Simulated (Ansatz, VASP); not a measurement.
## One calculation of Ag, two programs

File INCAR:

```
  ALGO = Fast
  EDIFF = 1E-6
  ENCUT = 520
  GGA = PS
  ISIF = 2
  ISMEAR = 0
  LASPH = True
  LCHARG = False
  LREAL = False
  LWAVE = False
  NBANDS = 12
  NELM = 80
  PREC = Accurate
  SIGMA = 0.15
```

The input KPOINTS:

```
k-points
0
Gamma
  22 22 22
```

The input POSCAR:

```
Ag
1.0
    0.0000000000      2.2934176608      1.6214462862
    2.2934176608      0.0000000000      1.6214462862
    2.2934176608      2.2934176608      0.0000000000
Ag
1
Direct
    0.0000000000      0.0000000000      0.0000000000
```

Input for Ansatz:

```yaml
crystal:
  lattice:
    - [0.0, 2.2934176608, 1.6214462862]
    - [2.2934176608, 0.0, 1.6214462862]
    - [2.2934176608, 2.2934176608, 0.0]
  atoms:
    - { symbol: Ag, position: [0.0, 0.0, 0.0] }
basis:
  ecutwfc: 420
kpoints:
  mp_grid: { grid: [22, 22, 22] }
hamiltonian:
  xc: pbesol
scf:
  occupations: { method: gaussian, width: 0.15 }
output:
  forces: true
  stress: true
  eigenvalues: true
```

Alike in both runs: task single point; functional PBEsol; k mesh 22 × 22 × 22; occupations gaussian, width 0.15 eV; no spin polarisation.

|  | VASP | Ansatz |
| --- | --- | --- |
| version | VASP 6.6.1 | Ansatz 0.2.0 |
| potentials or method | VASP PAW PBE potentials, release 64 (Ag), cutoff 520 eV | scalar-relativistic, plane waves, PAW |
| valence electrons in the cell | 11 | 19 |

```tsv
	VASP	Ansatz	Ansatz less VASP
gap on the k mesh at the Fermi level (eV)	none	none	-
pressure (GPa)	-1.9	-1.8	+0.09
```

VASP's potentials were made for PBE, not for PBEsol. A gap of «none» marks a metal or a gap that the smearing closes. VASP's potentials hold 11 valence electrons a cell and Ansatz's 19, so a difference there can come from the potentials and not from the codes.
